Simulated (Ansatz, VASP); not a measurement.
# Two plane-wave programs on CdAu

```
Cd Au
1.0
     3.28006    0.00000    0.00000
     0.00000    3.28006    0.00000
     0.00000    0.00000    3.28006
Cd Au
1 1
Direct
  0.50000 0.50000 0.50000
  0.00000 0.00000 0.00000
```

Alike in both runs: functional LDA; k mesh 12 × 12 × 12; occupations gaussian, width 0.1 eV; no spin polarisation.

Ansatz relaxed the structure, and its values are those at the end. VASP's run is a single point on that final structure, the one shown.

|  | VASP | Ansatz |
| --- | --- | --- |
| version | VASP 6.6.1 | Ansatz 0.2.0 |
| potentials or method | VASP PAW LDA potentials, release 64 (Cd_sv_GW, Au_sv_GW), cutoff 630 eV | scalar-relativistic, plane waves, PAW |
| valence electrons in the cell | 39 | 39 |

```csv
,VASP,Ansatz,Ansatz less VASP
gap on the k mesh at the Fermi level (eV),none,none,-
pressure (GPa),0.3,0.0,-0.28
```

LDA's correlation is that of Perdew and Zunger in VASP and of Perdew and Wang (1992) in Ansatz. A gap of «none» marks a metal or a gap that the smearing closes.

Neither program's run includes spin-orbit coupling.
